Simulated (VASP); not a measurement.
A run of VASP 6.6.1:

File INCAR:

```
ALGO = Normal
EDIFF = 1E-6
ENCUT = 520
GGA = CA
ISIF = 2
ISMEAR = 0
ISPIN = 2
LASPH = T
LCHARG = F
LMAXMIX = 4
LORBIT = 11
LREAL = F
LWAVE = F
MAGMOM = 0.2 0
NBANDS = 20
NELM = 150
NUPDOWN = 0.2
PREC = Accurate
SIGMA = 0.15
```

File KPOINTS:

```
k-points
0
Gamma
  16 16 16
```

File POSCAR:

```
ZrS
1.0
    0.0000000000      2.4028323044      2.4028323044
    2.4028323044      0.0000000000      2.4028323044
    2.4028323044      2.4028323044      0.0000000000
Zr S
1 1
Direct
    0.0000000000      0.0000000000      0.0000000000
    0.5000000000      0.5000000000      0.5000000000
```

Potentials or basis: VASP PAW LDA potentials, release 64 (Zr_sv, S).

Command:

```console
$ cat potpaw_LDA.64/Zr_sv/POTCAR potpaw_LDA.64/S/POTCAR > POTCAR
$ mpirun -np 1 vasp_std > vasp.out
```

Hardware: 1 thread of Intel(R) Xeon(R) 6975P-C (Granite Rapids), on a shared host.

Q: How long does it take, and how much memory?

A: It took 68 s on 1 thread of Intel(R) Xeon(R) 6975P-C (Granite Rapids), with other jobs on the host, peak memory 0.23 GiB. Counts: scf iterations 12, k points 145.
